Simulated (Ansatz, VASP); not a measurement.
Eu in VASP and in Ansatz

Contents of INCAR:

```
SYSTEM = Eu
  ALGO = Fast
  EDIFF = 1E-6
  ENCUT = 520
  GGA = CA
  ISIF = 2
  ISMEAR = -1
  ISPIN = 2
  LASPH = .True.
  LCHARG = .True.
  LELF = .True.
  LMAXMIX = 6
  LORBIT = 11
  LREAL = .False.
  LVHAR = .True.
  LWAVE = .False.
  MAGMOM = 7
  NBANDS = 18
  NELM = 150
  PREC = Accurate
  SIGMA = 0.05
```

KPOINTS

```
k-points
0
Gamma
  8 8 8
  0 0 0
```

Contents of POSCAR:

```
Eu
1.0
   -2.3030000000      2.3030000000      2.3030000000
    2.3030000000     -2.3030000000      2.3030000000
    2.3030000000      2.3030000000     -2.3030000000
Eu
1
Direct
    0.0000000000      0.0000000000      0.0000000000
```

The input input.yaml:

```yaml
crystal:
  lattice:
    - [-2.303, 2.303, 2.303]
    - [2.303, -2.303, 2.303]
    - [2.303, 2.303, -2.303]
  atoms:
    - { symbol: Eu, position: [0.0, 0.0, 0.0], spin: 7.0 }
kpoints:
  mp_grid: { grid: [8, 8, 8] }
  band_path:
    path:
      - [0.0, 0.0, 0.0]
      - [0.5, -0.5, 0.5]
      - [0.0, 0.0, 0.5]
      - [0.0, 0.0, 0.0]
      - [0.25, 0.25, 0.25]
      - [0.5, -0.5, 0.5]
    npoints: 6
scf:
  occupations: { method: fermi_dirac, width: 0.05 }
hamiltonian:
  xc: lda
  pseudopotentials: { kind: all_electron, lapw: { basis_error: 0.001 } }
magnetization:
  spin_polarized: true
output:
  forces: true
  stress: true
  eigenvalues: true
```

Alike in both runs: functional LDA; k mesh 8 × 8 × 8; occupations fermi-dirac, width 0.05 eV; collinear spin.

```csv
,VASP,Ansatz
version,VASP 6.6.1,Ansatz 0.2.0
potentials or method,"VASP PAW PBE potentials, release 64 (Eu), cutoff 520 eV","all-electron LAPW, scalar-relativistic"
task,single point,band structure
```

Ansatz gave:

| Item | Value |
| --- | --- |
| gap on the k mesh at the Fermi level (eV) | none |
| pressure (GPa) | -3.5 |
| net moment per atom (μB) | 7.29 |
| size of the moment on the site where the two differ most (μB) | 7.15 |

Problem. Estimate VASP's values.

Solution. gap on the k mesh at the Fermi level (eV): none; pressure (GPa): -3.9; net moment per atom (μB): 7.24; size of the moment on the site where the two differ most (μB): 6.70.

VASP's potentials were made for PBE, not for LDA. LDA's correlation is that of Perdew and Zunger in VASP and of Perdew and Wang (1992) in Ansatz. Site moments also hang on the region over which each program counts them. A gap of «none» marks a metal or a gap that the smearing closes. Ansatz ran all-electron here, and VASP with PAW potentials.

Neither program's run includes spin-orbit coupling. Noted on Ansatz's run: the open f shell may have settled in a state that isn't the lowest.
